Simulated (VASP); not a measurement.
Write the native input for VASP 6.6.1 that does the following.

```yaml
Task: single point
Functional: PBEsol
Potentials_or_basis: VASP PAW PBE potentials, release 64 (Sc_sv, Al, N)
Cutoff: 520 eV
k_mesh: 6 × 6 × 6
Occupations: gaussian, width 0.02 eV
Spin: no spin polarisation
Dipole_correction: no
Further_INCAR_settings: LREAL = Auto; ALGO = Normal; EDIFF = 1e-06; NBANDS = 50
```

The structure of ScAl7N8 lies in POSCAR:

```
ScAl7N8
1.0
    3.1653429529     -0.0036621200      5.0137535171
    3.1653429529      0.0036621200     -5.0137535171
   -3.1653429529      5.4897408600     -0.0040008947
Sc Al N
1 7 8
Direct
    0.1635914075      0.1721429650      0.3357343725
    0.1692322209      0.1703734375      0.8339985108
    0.6651979474      0.6655044534      0.3307024008
    0.6636250733      0.6647662898      0.8339985108
    0.0842062718      0.5833797618      0.1632214715
    0.5798417097      0.0790151997      0.1632214715
    0.0817414129      0.5894008782      0.6711422911
    0.5873042607      0.0808968328      0.6682010935
    0.3691347597      0.9663848849      0.3355196446
    0.8608952903      0.4716207932      0.3325160835
    0.3586144409      0.9784749073      0.8325046206
    0.8540297133      0.4738901798      0.8325046206
    0.2806238505      0.4027172433      0.1560434411
    0.2781523231      0.4090158146      0.6871681377
    0.7533261978      0.8754195907      0.1560434411
    0.7784831202      0.8889967679      0.6674798881
```

The input as run:

INCAR

```
SYSTEM = ScAl7N8
ALGO     = Normal         ! electronic algorithm
EDIFF    = 1E-6           ! SCF threshold, eV
ENCUT    = 520            ! plane-wave cutoff, eV
GGA      = PS             ! functional
ISIF     = 2              ! what is computed and relaxed
ISMEAR   = 0              ! smearing method
LASPH    = .True.         ! aspherical terms in the spheres
LCHARG   = .False.        ! write CHGCAR
LREAL    = Auto         
LWAVE    = .False.        ! write WAVECAR
NBANDS   = 50             ! bands
NELM     = 80             ! most SCF steps
PREC     = Accurate       ! precision mode
SIGMA    = 0.02           ! smearing width, eV
```

KPOINTS

```
k-points
0
Gamma
  6 6 6
  0 0 0
```

Potentials or basis: VASP PAW PBE potentials, release 64 (Sc_sv, Al, N).

Run with:

```bash
$ cat potpaw_PBE.64/Sc_sv/POTCAR potpaw_PBE.64/Al/POTCAR potpaw_PBE.64/N/POTCAR > POTCAR
$ mpirun -np 1 vasp_std > vasp.out
```

Results of the run:

```yaml
Pressure: 0.1 GPa
Largest_force: 0.049 eV/Å
Band_gap_on_the_k_mesh: 3.94 eV
```

Caveat: the PAW data sets were made with another functional, which shifts forces and pressure a little.

It took 10 min on 1 thread of Intel(R) Xeon(R) 6975P-C (Granite Rapids), on a shared host, peak memory 0.54 GiB.
